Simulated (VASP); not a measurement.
# Ta2O in VASP: single point with r2SCAN

Aim: the single point of Ta2O with r2SCAN.

Program: VASP 6.6.1. These are calculated values, not measurements. Logs are shortened: lines on timing, memory, paths and dates and some standing lists are left out, and cuts for length are marked.

## (1) The cell of the first run

The cell holds a disordered packing, 12 atoms: a = 6.551 Å, b = 6.371 Å, c = 5.977 Å, α = 105.42°, β = 98.58°, γ = 75.84°.

## (2) Single point, r2SCAN

Input file POSCAR:

```
Ta2O
1.0
    6.4903800000      0.6202240000     -0.6410500000
    0.9119760000      6.2742840000     -0.6257340000
   -0.2237890000     -0.9936110000      5.8893340000
O Ta
4 8
Direct
    0.3442190000      0.1124670000      0.3684750000
    0.3840740000      0.9773470000      0.5938050000
    0.3306500000      0.3453670000      0.1637060000
    0.7980830000      0.4520310000      0.9186210000
    0.0177240000      0.1602180000      0.1485950000
    0.1188180000      0.2932070000      0.7458890000
    0.7056730000      0.5754380000      0.3079460000
    0.4059440000      0.4879280000      0.5692780000
    0.0962720000      0.7019330000      0.2306070000
    0.5885900000      0.1888720000      0.8926740000
    0.7151240000      0.0561430000      0.4039490000
    0.4141540000      0.8430970000      0.0057470000
```

Input file INCAR.step1:

```
  PREC = Accurate
  ENCUT = 520
  ISMEAR = 0
  SIGMA = 0.1447
  LREAL = F
  LASPH = T
  NELM = 60
  NBANDS = 68
  GGA = PE
  ALGO = Normal
  EDIFF = 1E-4
  LWAVE = T
  LCHARG = F
```

Input file INCAR.step2:

```
  PREC = Accurate
  ENCUT = 520
  EDIFF = 1E-6
  ISMEAR = 0
  SIGMA = 0.1447
  LREAL = F
  LASPH = T
  NELM = 60
  ALGO = Normal
  ISIF = 2
  LWAVE = F
  LCHARG = F
  METAGGA = R2SCAN
  LMIXTAU = T
  NBANDS = 68
  ISTART = 1
```

Input file KPOINTS:

```
Automatic mesh
0
Gamma
  3 3 3
  0 0.5 0
```

Potentials or basis: VASP PAW PBE potentials, release 64 (O, Ta_pv).

Started as:

```console
$ cat potpaw_PBE.64/O/POTCAR potpaw_PBE.64/Ta_pv/POTCAR > POTCAR
$ cp INCAR.step1 INCAR
$ mpirun -np 1 vasp_std > vasp.out
$ cp INCAR.step2 INCAR
$ mpirun -np 1 vasp_std > vasp.out
```

OUTCAR:

```text
PREC = Accurate
   ENCUT = 520
   EDIFF = 1E-6
   ISMEAR = 0
   LREAL = F
   LASPH = T
   NELM = 60
   ISIF = 2
   METAGGA = R2SCAN
   ISTART = 1

 ion  position               nearest neighbor table
   1  0.344  0.112  0.368-   2 1.74   5 2.33  11 2.35  12 2.41   8 2.48   6 2.72
   2  0.384  0.977  0.594-   1 1.74   6 2.38  10 2.39  12 2.78
   3  0.331  0.345  0.164-  10 2.37   8 2.37   9 2.38   5 2.58   6 2.65
   4  0.798  0.452  0.919-   6 2.36   7 2.37  10 2.38   5 2.62
   5  0.018  0.160  0.149-   1 2.33   3 2.58   4 2.62   7 2.95  12 2.96  11 2.96   6 2.96  10 2.98
                             9 3.00   6 3.44   9 3.51
   6  0.119  0.293  0.746-   4 2.36   2 2.38   3 2.65   1 2.72   8 2.94   5 2.96  10 3.03   9 3.34
                             5 3.44  11 3.49
   7  0.706  0.575  0.308-   4 2.37   8 2.92   5 2.95  12 2.97  11 2.98   9 3.00  10 3.15  11 3.49
[... 5 lines left out ...]
  10  0.589  0.189  0.893-   3 2.37   4 2.38   2 2.39  12 2.98   5 2.98   8 2.99  11 3.00   6 3.03
                             7 3.15  11 3.32
  11  0.715  0.056  0.404-   1 2.35   5 2.96   7 2.98  10 3.00   8 3.01   9 3.03  12 3.10  10 3.32
                             6 3.49   7 3.49
  12  0.414  0.843  0.006-   1 2.41   2 2.78   5 2.96   8 2.97   7 2.97  10 2.98   9 3.06  11 3.10

  LATTYP: Found a triclinic cell.
 ALAT       =     7.4876293738
 B/A-ratio  =     0.8508726424
 C/A-ratio  =     1.0928086834
 COS(alpha) =     0.0016921698
 COS(beta)  =     0.4890935027
 COS(gamma) =     0.6386581400

  Lattice vectors:

 A1 = (  -0.6881870000,  -5.2806730000,  -5.2636000000)
 A2 = (  -0.9119760000,  -6.2742840000,   0.6257340000)
 A3 = (  -6.2665910000,   0.3733870000,  -5.2482840000)

Analysis of symmetry for initial positions (statically):
=====================================================================
 Subroutine PRICEL returns:
 Original cell was already a primitive cell.

 Routine SETGRP: Setting up the symmetry group for a
 triclinic supercell.

 Subroutine GETGRP returns: Found  1 space group operations
 (whereof  1 operations were pure point group operations)
 out of a pool of  2 trial point group operations.

The static configuration has the point symmetry C_1 .

Analysis of symmetry for dynamics (positions and initial velocities):
=====================================================================
 Subroutine PRICEL returns:
 Original cell was already a primitive cell.

 Routine SETGRP: Setting up the symmetry group for a
 triclinic supercell.

 Subroutine GETGRP returns: Found  1 space group operations
 (whereof  1 operations were pure point group operations)
 out of a pool of  2 trial point group operations.
[... 124 lines left out ...]
   EFERMI =   0.00;   METHOD = LEGACY
   ISMEAR =     0;   SIGMA  =   0.14  broadening in eV -4-tet -1-fermi 0-gaus
   EFERMI_NEDOS =   21; number of points for ismear=-14 and -15
   IALGO  =     38    algorithm
   IMIX   =      4    mixing-type and parameters
     AMIX     =   0.40;   BMIX     =  1.00
     AMIX_MAG =   1.60;   BMIX_MAG =  1.00
  volume/ion in A,a.u.               =      19.35       130.60
  Fermi-wavevector in a.u.,A,eV,Ry     =   1.283833  2.426092 22.425477  1.648226
  Thomas-Fermi vector in A             =   2.416062
   LORBIT       =      0    0 simple, 1 ext, 2 COOP (PROOUT), +10 PAW based schemes
   METAGGA = R2SCAN    functional components
   LHFCALC =     F    Hartree Fock is set to
   AEXX    =    0.0000 exact exchange contribution
   IVDW    =     0    specifies the selected vdW correction
   LEPSILON=     F    determine dielectric tensor
   LRPA    =     F    only Hartree local field effects (RPA)
 non-spin polarized calculation
 Gauss-broadening in eV      SIGMA  =   0.14
  energy-cutoff  :      520.00
  volume of cell :      232.23
 maximum number of plane-waves:      6269
 NGX is ok and might be reduce to    50
   NGX = 25   NGY = 23   NGZ = 23

 number of electron     112.0000007 magnetization

 Free energy of the ion-electron system (eV)
  ---------------------------------------------------
  ext. energy  EPLUGINS =         0.00000000
  ---------------------------------------------------
  free energy    TOTEN  =      -406.11116470 eV

  energy without entropy =     -405.97934419  energy(sigma->0) =     -406.04525444

 E-fermi :   3.5879     XC(G=0): -11.6172

 val. band max:        3.5759018620   @ k =  -0.0000  -0.1667   0.3333
 cond. band min:       3.6134170134   @ k =   0.3333  -0.1667   0.3333
 fundamental gap:      0.0375151514
 Fermi energy:         3.5878751706

 k-point     1 :       0.0000    0.1667    0.0000
  band No.  band energies     occupation
      1     -33.3290      2.00000
      2     -33.2092      2.00000
      3     -33.0677      2.00000
      4     -32.9179      2.00000
      5     -32.8506      2.00000
      6     -32.7701      2.00000
[... 983 lines left out ...]
     67       5.3847      0.00000
     68       5.5091      0.00000

------------------------ aborting loop because EDIFF is reached ----------------------------------------

  FORCE on cell =-STRESS in cart. coord.  units (eV):
  Direction    XX          YY          ZZ          XY          YZ          ZX
  --------------------------------------------------------------------------------------
  -------------------------------------------------------------------------------------
  Total      -39.9387862    -26.5513540    -26.2377669      0.7277323     -7.4822539     -0.0884761
  in kB     -275.5421884   -183.1807849   -181.0173121      5.0207069    -51.6209130     -0.6104064
  external PRESSURE =    -213.2467618 kB  Pullay stress =       0.0000000 kB

 VOLUME and BASIS-vectors are now :
 -----------------------------------------------------------------------------
  energy-cutoff  :      520.00
  volume of cell :      232.23
      direct lattice vectors                 reciprocal lattice vectors
     6.490380000  0.620224000 -0.641050000     0.156438445 -0.022524698  0.002144286
     0.911976000  6.274284000 -0.625734000    -0.012986086  0.163978133  0.027171890
    -0.223789000 -0.993611000  5.889334000     0.015648464  0.014970663  0.172918868

 POSITION                                       TOTAL-FORCE (eV/Angst)
 -----------------------------------------------------------------------------------
      2.25422      0.55302      1.87904        -0.082498      0.986176     -2.163267
      3.25122      5.78035      2.63935         0.472998     -1.051024      4.360415
      2.42437      2.20935      0.53605        -0.711146      2.082341     -1.566086
      5.38653      2.41841      4.61560         1.303361     -1.563905      1.405393
      0.22790      0.86860      0.76351         1.323296      1.038764      0.857969
      0.87165      1.17223      4.13315         0.331320     -0.893149      0.205607
      5.03596      3.74216      1.00115         0.589120     -0.093487     -1.137449
      2.95231      2.74753      2.78712        -1.256555     -1.024409     -1.291045
      1.21338      4.23470      0.85718         0.261980     -1.499043     -0.619990
      3.79265      0.66312      4.76176        -0.829681      1.476351      0.057578
      4.60223      0.39443      1.88543        -0.858151      0.149743     -1.450088
      3.45561      5.54099     -0.75920        -0.544044      0.391643      1.340963
 -----------------------------------------------------------------------------------
    total drift:                                0.001364      0.000089     -0.000538

  FREE ENERGIE OF THE ION-ELECTRON SYSTEM (eV)
  ---------------------------------------------------
  free  energy   TOTEN  =      -406.1111646977 eV

  energy  without entropy=     -405.9793441915  energy(sigma->0) =     -406.04525444
```

OSZICAR.step1:

```text
N       E                     dE             d eps       ncg     rms          rms(c)
DAV:   1     0.112227659110E+04    0.11223E+04   -0.61275E+04  1904   0.164E+03
DAV:   2    -0.293440743734E+02   -0.11516E+04   -0.11134E+04  2064   0.475E+02
DAV:   3    -0.117321939954E+03   -0.87978E+02   -0.84061E+02  2632   0.110E+02
DAV:   4    -0.120536356991E+03   -0.32144E+01   -0.30649E+01  2392   0.179E+01
DAV:   5    -0.120668993289E+03   -0.13264E+00   -0.13052E+00  2504   0.298E+00    0.302E+01
DAV:   6    -0.116124110350E+03    0.45449E+01   -0.11906E+02  2568   0.388E+01    0.233E+01
DAV:   7    -0.108913245084E+03    0.72109E+01   -0.32007E+01  2736   0.206E+01    0.967E+00
DAV:   8    -0.109129143660E+03   -0.21590E+00   -0.11157E+01  2472   0.161E+01    0.619E+00
DAV:   9    -0.108550095568E+03    0.57905E+00   -0.40207E+00  2640   0.683E+00    0.263E+00
DAV:  10    -0.108458350188E+03    0.91745E-01   -0.59390E-01  2712   0.399E+00    0.109E+00
DAV:  11    -0.108459607849E+03   -0.12577E-02   -0.14671E-01  2456   0.194E+00    0.834E-01
DAV:  12    -0.108452683200E+03    0.69246E-02   -0.38945E-02  2584   0.111E+00    0.354E-01
DAV:  13    -0.108453174305E+03   -0.49111E-03   -0.72664E-03  2360   0.426E-01    0.133E-01
DAV:  14    -0.108452995414E+03    0.17889E-03   -0.13189E-03  2464   0.222E-01    0.757E-02
DAV:  15    -0.108452993048E+03    0.23659E-05   -0.68652E-04  2016   0.127E-01
   1 F= -.10845299E+03 E0= -.10837862E+03  d E =-.148738E+00
```

Run time: 19 min. Hardware: 1 thread of Oxide Virtual Turin-like, shared host; peak memory 0.4 GiB.

Results:

- Free energy: -406.1112 eV
- Pressure: -21.3 GPa
- Largest force: 4.510 eV/Å
- Band gap on the k mesh: zero (bands 56 and 57 overlap by 0.11 eV)

Forces on the atoms (eV/Å):
```
O   -0.082  0.986 -2.163
O    0.473 -1.051  4.360
O   -0.711  2.082 -1.566
O    1.303 -1.564  1.405
Ta   1.323  1.039  0.858
Ta   0.331 -0.893  0.206
Ta   0.589 -0.093 -1.137
Ta  -1.257 -1.024 -1.291
Ta   0.262 -1.499 -0.620
Ta  -0.830  1.476  0.058
Ta  -0.858  0.150 -1.450
Ta  -0.544  0.392  1.341
```

Stress tensor (GPa, compression positive):
```
-27.55   0.50  -0.06
  0.50 -18.32  -5.16
 -0.06  -5.16 -18.10
```

Caveat: the k points lie up to 0.36 Å⁻¹ apart; the PAW data sets were made with another functional, which shifts forces and pressure a little; spin-orbit coupling is left out, which moves the levels of the heavy elements.

The gap in the log of VASP goes by the Fermi energy; the results here count the filled bands.